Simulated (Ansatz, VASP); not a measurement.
## Two plane-wave programs on HfN

```
Hf N
1.0
     3.09901    0.00000    0.00000
    -1.54951    2.68383    0.00000
     0.00000    0.00000    2.91300
Hf N
1 1
Direct
  0.00000 0.00000 0.00000
  0.66667 0.33333 0.50000
```

Alike in both runs: task single point; functional PBE; k mesh 14 × 14 × 12; occupations gaussian, width 0.05 eV; no spin polarisation.

|  | VASP | Ansatz |
| --- | --- | --- |
| version | VASP 6.6.1 | Ansatz 0.2.0 |
| potentials or method | VASP PAW PBE potentials, release 64 (Hf_pv, N), cutoff 600 eV | scalar-relativistic, plane waves, PAW |
| valence electrons in the cell | 15 | 31 |

|  | VASP | Ansatz | Ansatz less VASP |
| --- | --- | --- | --- |
| pressure (GPa) | -2.1 | 0.0 | +2.06 |
| traceless stress, the component that is largest in VASP (GPa) | -0.36 | -0.01 | +0.353 |

VASP's potentials hold 15 valence electrons a cell and Ansatz's 31, so a difference there can come from the potentials and not from the codes.

Spin-orbit coupling is off throughout.
